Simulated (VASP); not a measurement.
## Au: single point with LDA

Crystal: Au.

```
Au
1.0
    -2.02417    2.02417    0.00000
     0.00000    0.00000    4.04834
     2.02417    2.02417    0.00000
Au
2
Cartesian
  0.0000 0.0000 0.0000
  0.0000 2.0242 2.0242
```

```
Program                : VASP 6.6.1
Task                   : single point
Functional             : LDA
Potentials or basis    : VASP PAW LDA potentials, release 64 (Au)
Cutoff                 : 520 eV
k mesh                 : 13 × 9 × 13
Occupations            : fermi-dirac, width 0.05 eV
Spin                   : no spin polarisation
Dipole correction      : no
Further INCAR settings : ALGO = Normal; EDIFF = 1e-07; NBANDS = 18
```

| Item | Value |
| --- | --- |
| Pressure | 0.2 GPa |
| Band gap on the k mesh | zero (bands 11 and 12 overlap by 6.64 eV) |

Levels at points of the mesh, in eV from the Fermi level:
```tsv
k point	band 8	band 9	band 10	band 11	band 12	band 13	band 14	band 15
(0.00, 0.00, 0.00)	-3.28	-2.05	-1.67	-1.67	0.86	5.94	9.97	9.97
```

Run time: 36 s on 1 thread of AMD EPYC 9R45 96-Core Processor (Zen 5), on a shared host, peak memory 0.15 GiB.

Caveat: spin-orbit coupling is left out, which moves the levels of the heavy elements.
